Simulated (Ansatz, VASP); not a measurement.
## Se in VASP and in Ansatz

The input INCAR:

```
PREC = Accurate
ENCUT = 520
EDIFF = 1E-7
ISMEAR = -1
SIGMA = 0.05
LREAL = False
LASPH = True
NELM = 80
ALGO = Normal
ISIF = 2
LWAVE = False
LCHARG = False
GGA = PS
NBANDS = 16
```

KPOINTS

```
Automatic mesh
0
Gamma
  7 7 6
```

POSCAR

```
Se
1.0
    4.3662000000      0.0000000000      0.0000000000
   -2.1831000000      3.7812401180      0.0000000000
    0.0000000000      0.0000000000      4.9536000000
Se
3
Direct
    0.7789440000      0.7780360000      0.0026320000
    0.0091810000      0.2360590000      0.6578350000
    0.2278140000      0.0017800000      0.3273810000
```

File input.yaml:

```yaml
crystal:
  lattice:
    - [4.3662, 0.0, 0.0]
    - [-2.1831, 3.781240118, 0.0]
    - [0.0, 0.0, 4.9536]
  atoms:
    - { symbol: Se, position: [0.778944, 0.778036, 0.002632] }
    - { symbol: Se, position: [0.009181, 0.236059, 0.657835] }
    - { symbol: Se, position: [0.227814, 0.00178, 0.327381] }
kpoints:
  mp_grid: { grid: [7, 7, 6] }
scf:
  occupations: { method: fermi_dirac, width: 0.05 }
hamiltonian:
  xc: pbesol
  pseudopotentials: { kind: all_electron, lapw: { basis_error: 0.001 } }
output:
  forces: true
  stress: true
  eigenvalues: true
  populations: true
```

Change from the starting cell: atoms moved at random, drawn with an rms of 0.05 Å.

Alike in both runs: task single point; functional PBEsol; k mesh 7 × 7 × 6; occupations fermi-dirac, width 0.05 eV; no spin polarisation.

```csv
,VASP,Ansatz
version,VASP 6.6.1,Ansatz 0.2.0
potentials or method,"VASP PAW PBE potentials, release 64 (Se), cutoff 520 eV","all-electron LAPW, scalar-relativistic"
```

|  | VASP | Ansatz | Ansatz less VASP |
| --- | --- | --- | --- |
| gap on the k mesh at the Fermi level (eV) | 0.85 | 0.86 | +0.008 |
| least direct gap on the mesh (eV) | 1.27 | 1.29 | +0.020 |
| pressure (GPa) | 0.1 | 0.0 | -0.19 |
| traceless stress, the component that is largest in VASP (GPa) | 1.33 | 1.30 | -0.028 |
| rms of the force components (eV/Å) | 0.283 | 0.263 | -0.0196 |

VASP's potentials were made for PBE, not for PBEsol. Atom by atom the forces differ by 0.029 eV/Å (rms over components). Ansatz ran all-electron here, and VASP with PAW potentials.
